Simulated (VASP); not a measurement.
# BN (P1) in VASP: further runs, part 2 of 2

VASP 6.6.1. Earlier steps stand in the parts before.

## Step 4: Single point, PBE (atom 1 (B) moved +0.250 Å along Cartesian [1 1 0])

Input file INCAR:

```
SYSTEM = BN
PREC = Accurate
ENCUT = 520
EDIFF = 1E-7
ISMEAR = 0
SIGMA = 0.05
LREAL = .False.
LASPH = .True.
NELM = 60
ALGO = Normal
ISIF = 2
LWAVE = .False.
LCHARG = .False.
GGA = PE
NBANDS = 16
```

Input file KPOINTS:

```
regular mesh
0
Gamma
  12 12 6
  0 0 0
```

Input file POSCAR:

```
BN
1.0
    2.5545800962      0.0000000000      0.0000000000
   -1.2772900481      2.2123312593      0.0000000000
    0.0000000000      0.0000000000      4.2245145363
B N
2 2
Direct
    0.7758191526      0.4132384988      0.9998058548
    0.3333333333      0.6666666667      0.4998058548
    0.6666666667      0.3333333333      0.6251941452
    0.3333333333      0.6666666667      0.1251941452
```

Potentials or basis: VASP PAW PBE potentials, release 64 (B, N).

On the command line:

```sh
$ cat potpaw_PBE.64/B/POTCAR potpaw_PBE.64/N/POTCAR > POTCAR
$ mpirun -np 1 vasp_std > vasp.out
```

OUTCAR:

```text
SYSTEM = BN
   PREC = Accurate
   ENCUT = 520
   EDIFF = 1E-7
   ISMEAR = 0
   LREAL = .False.
   LASPH = .True.
   NELM = 60
   ISIF = 2
   GGA = PE

 ion  position               nearest neighbor table
   1  0.776  0.413  1.000-   4 1.34   3 1.60   4 1.65   4 1.74
   2  0.333  0.667  0.500-   3 1.57   3 1.57   3 1.57   4 1.58
   3  0.667  0.333  0.625-   2 1.57   2 1.57   2 1.57   1 1.60
   4  0.333  0.667  0.125-   1 1.34   2 1.58   1 1.65   1 1.74

  LATTYP: Found a hexagonal cell.
 ALAT       =     2.5545800962
 C/A-ratio  =     1.6537021261

  Lattice vectors:

 A1 = (   2.5545800962,   0.0000000000,   0.0000000000)
 A2 = (  -1.2772900481,   2.2123312593,   0.0000000000)
 A3 = (   0.0000000000,   0.0000000000,   4.2245145363)

Analysis of symmetry for initial positions (statically):
=====================================================================
 Subroutine PRICEL returns:
 Original cell was already a primitive cell.

 Routine SETGRP: Setting up the symmetry group for a
 hexagonal supercell.

 Subroutine GETGRP returns: Found  1 space group operations
 (whereof  1 operations were pure point group operations)
 out of a pool of 24 trial point group operations.

The static configuration has the point symmetry C_1 .

Analysis of symmetry for dynamics (positions and initial velocities):
=====================================================================
 Subroutine PRICEL returns:
 Original cell was already a primitive cell.

 Routine SETGRP: Setting up the symmetry group for a
 hexagonal supercell.

 Subroutine GETGRP returns: Found  1 space group operations
 (whereof  1 operations were pure point group operations)
 out of a pool of 24 trial point group operations.

The dynamic configuration has the point symmetry C_1 .

 Subroutine INISYM returns: Found  1 space group operations
[... 113 lines left out ...]
   NUPDOWN=      -1.0000    fix difference up-down
   EMIN   =  10.00;   EMAX   =-10.00  energy-range for DOS
   EFERMI =   0.00;   METHOD = LEGACY
   ISMEAR =     0;   SIGMA  =   0.05  broadening in eV -4-tet -1-fermi 0-gaus
   EFERMI_NEDOS =   21; number of points for ismear=-14 and -15
   IALGO  =     38    algorithm
   IMIX   =      4    mixing-type and parameters
     AMIX     =   0.40;   BMIX     =  1.00
     AMIX_MAG =   1.60;   BMIX_MAG =  1.00
  volume/ion in A,a.u.               =       5.97        40.28
  Fermi-wavevector in a.u.,A,eV,Ry     =   1.432625  2.707270 27.924811  2.052416
  Thomas-Fermi vector in A             =   2.552232
   LORBIT       =      0    0 simple, 1 ext, 2 COOP (PROOUT), +10 PAW based schemes
   GGA     = PE    functional components
   LHFCALC =     F    Hartree Fock is set to
   AEXX    =    0.0000 exact exchange contribution
   IVDW    =     0    specifies the selected vdW correction
   LEPSILON=     F    determine dielectric tensor
   LRPA    =     F    only Hartree local field effects (RPA)
 non-spin polarized calculation
 Gauss-broadening in eV      SIGMA  =   0.05
  energy-cutoff  :      520.00
  volume of cell :       23.88
 maximum number of plane-waves:       660
   NGX =  9   NGY =  9   NGZ = 15

 number of electron      16.0000000 magnetization

 Free energy of the ion-electron system (eV)
  ---------------------------------------------------
  ext. energy  EPLUGINS =         0.00000000
  ---------------------------------------------------
  free energy    TOTEN  =       -33.93626180 eV

  energy without entropy =      -33.93626180  energy(sigma->0) =      -33.93626180

 E-fermi :   8.5887     XC(G=0): -12.7572

 val. band max:        8.3277675230   @ k =   0.0000   0.0000   0.0000
 cond. band min:      12.4222819643   @ k =   0.3333   0.3333   0.0000
 fundamental gap:      4.0945144413
 Fermi energy:         8.5886944361

 k-point     1 :       0.0000    0.0000    0.0000
  band No.  band energies     occupation
      1     -12.9000      2.00000
      2      -8.8619      2.00000
      3      -3.4050      2.00000
      4       4.0808      2.00000
      5       5.9290      2.00000
      6       6.4627      2.00000
[... 433 lines left out ...]
      3      -2.3975      2.00000
      4       2.2090      2.00000
      5       2.8012      2.00000
      6       5.0273      2.00000
[... 8 lines left out ...]
     15      22.4194      0.00000
     16      23.6951      0.00000

 [... further k-points ...]
[... 5 lines left out ...]
  --------------------------------------------------------------------------------------
  -------------------------------------------------------------------------------------
  Total        2.8319137      1.5316237      0.8186384      1.4009678      0.4642570      1.4241348
  in kB      190.0396035    102.7817887     54.9358967     94.0139388     31.1546293     95.5685913
  external PRESSURE =     115.9190963 kB  Pullay stress =       0.0000000 kB

 VOLUME and BASIS-vectors are now :
 -----------------------------------------------------------------------------
  energy-cutoff  :      520.00
  volume of cell :       23.88
      direct lattice vectors                 reciprocal lattice vectors
     2.554580096  0.000000000  0.000000000     0.391453766  0.226005937  0.000000000
    -1.277290048  2.212331259  0.000000000     0.000000000  0.452011875  0.000000000
     0.000000000  0.000000000  4.224514536     0.000000000  0.000000000  0.236713590

 POSITION                                       TOTAL-FORCE (eV/Angst)
 -----------------------------------------------------------------------------------
      1.45407      0.91422      4.22369        -6.610901     -4.334034     -1.925640
     -0.00000      1.47489      2.11144         0.047345      0.031074     -0.070465
      1.27729      0.73744      2.64114         0.826424      0.832481      0.090348
     -0.00000      1.47489      0.52888         5.737132      3.470478      1.905757
 -----------------------------------------------------------------------------------
    total drift:                                0.000105      0.000058      0.000071

  FREE ENERGIE OF THE ION-ELECTRON SYSTEM (eV)
  ---------------------------------------------------
  free  energy   TOTEN  =       -33.9362617967 eV

  energy  without entropy=      -33.9362617967  energy(sigma->0) =      -33.93626180
```

OSZICAR:

```text
N       E                     dE             d eps       ncg     rms          rms(c)
DAV:   1     0.388429205028E+02    0.38843E+02   -0.83583E+03 13976   0.973E+02
DAV:   2    -0.338563090986E+02   -0.72699E+02   -0.67838E+02 19664   0.229E+02
DAV:   3    -0.361206100977E+02   -0.22643E+01   -0.22589E+01 16264   0.375E+01
DAV:   4    -0.361261292831E+02   -0.55192E-02   -0.55188E-02 17424   0.211E+00
DAV:   5    -0.361261452884E+02   -0.16005E-04   -0.16005E-04 16144   0.105E-01    0.100E+01
DAV:   6    -0.341104846405E+02    0.20157E+01   -0.25980E+00 18336   0.148E+01    0.463E+00
DAV:   7    -0.339668039375E+02    0.14368E+00   -0.38128E-01 18832   0.506E+00    0.285E+00
DAV:   8    -0.339370986583E+02    0.29705E-01   -0.57688E-02 17656   0.207E+00    0.285E-01
DAV:   9    -0.339360089947E+02    0.10897E-02   -0.37187E-03 16776   0.668E-01    0.153E-01
DAV:  10    -0.339362323775E+02   -0.22338E-03   -0.57282E-04 17304   0.199E-01    0.384E-02
DAV:  11    -0.339362579165E+02   -0.25539E-04   -0.62864E-05 18056   0.723E-02    0.194E-02
DAV:  12    -0.339362615494E+02   -0.36329E-05   -0.77601E-06 16712   0.278E-02    0.335E-03
DAV:  13    -0.339362617450E+02   -0.19555E-06   -0.46088E-07 17624   0.715E-03    0.129E-03
DAV:  14    -0.339362617967E+02   -0.51729E-07   -0.37942E-08  8280   0.185E-03
   1 F= -.33936262E+02 E0= -.33936262E+02  d E =-.486047E-16
```

It took 80 s on 1 thread of Intel Xeon Platinum 8488C (Sapphire Rapids), shared host; peak memory 0.24 GiB.

Results:

| Quantity | Value |
| --- | --- |
| Free energy | -33.9363 eV |
| Pressure | 11.6 GPa |
| Largest force | 8.136 eV/Å |
| Band gap on the k mesh | 4.09 eV, indirect (least direct gap 6.34 eV) |

Forces in eV/Å, atoms in the order of the input:
```
B   -6.611 -4.334 -1.926
B    0.047  0.031 -0.070
N    0.826  0.832  0.090
N    5.737  3.470  1.906
```

Stress tensor (GPa, compression positive):
```
19.00  9.40  9.56
 9.40 10.28  3.12
 9.56  3.12  5.49
```

Caveat: the cell differs from its parent crystal (atom 1 (B) moved +0.250 Å along Cartesian [1 1 0]); forces of over 1 eV/Å act on the atoms, so gaps and moduli don't describe the material at rest.
